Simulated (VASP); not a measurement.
The system is CdSe.

```
CELL_PARAMETERS angstrom
4.30000 0.00000 0.00000
-2.15000 3.72391 0.00000
0.00000 0.00000 7.02000
ATOMIC_POSITIONS crystal
Cd 0.66667 0.33333 0.50000
Cd 0.33333 0.66667 0.00000
Se 0.66667 0.33333 0.88500
Se 0.33333 0.66667 0.38500
```

```yaml
Program: VASP 6.6.1
Task: relaxation of cell and atoms
Functional: PBE
Dispersion: D4
Potentials_or_basis: VASP PAW PBE potentials, release 64 (Cd, Se)
Cutoff: 600 eV
k_mesh: 7 × 7 × 4
Occupations: fermi-dirac, width 0.05 eV
Spin: no spin polarisation
```

At the start: pressure 1.3 GPa; volume 28.10 Å³/atom.

Where does the relaxation end?

Over 11 steps the energy falls by 7.3 meV/atom and the volume is 28.72 Å³/atom (+2.2 %); space group P6_3mc (No. 186, to 0.1 Å) before and after.

Step by step:
| step | energy change (eV) | largest force (eV/Å) | pressure (GPa) | volume (Å³) |
| --- | --- | --- | --- | --- |
| 1 | 0.0000 | 0.2940 | 1.25 | 112.41 |
| 2 | -0.0239 | 0.0457 | -0.46 | 116.01 |
| 3 | -0.0250 | 0.0877 | -0.20 | 115.38 |
| 4 | -0.0264 | 0.0471 | -0.01 | 114.93 |
| 5 | -0.0266 | 0.0039 | 0.19 | 114.48 |
| 6 | -0.0267 | 0.0209 | 0.11 | 114.65 |
| 7 | -0.0280 | 0.0166 | 0.10 | 114.69 |
| 8 | -0.0294 | 0.0043 | 0.04 | 114.80 |
| 9 | -0.0294 | 0.0049 | 0.04 | 114.80 |
| 10 | -0.0294 | 0.0035 | -0.05 | 115.02 |
| 11 | -0.0294 | 0.0013 | 0.01 | 114.90 |

Final structure:
```
Cd Se
1.0
     4.32951    0.00000    0.00000
    -2.16475    3.74946    0.00000
     0.00000    0.00000    7.07778
Cd Se
2 2
Direct
  0.66667 0.33333 0.50489
  0.33333 0.66667 0.00490
  0.66667 0.33333 0.88011
  0.33333 0.66667 0.38011
```
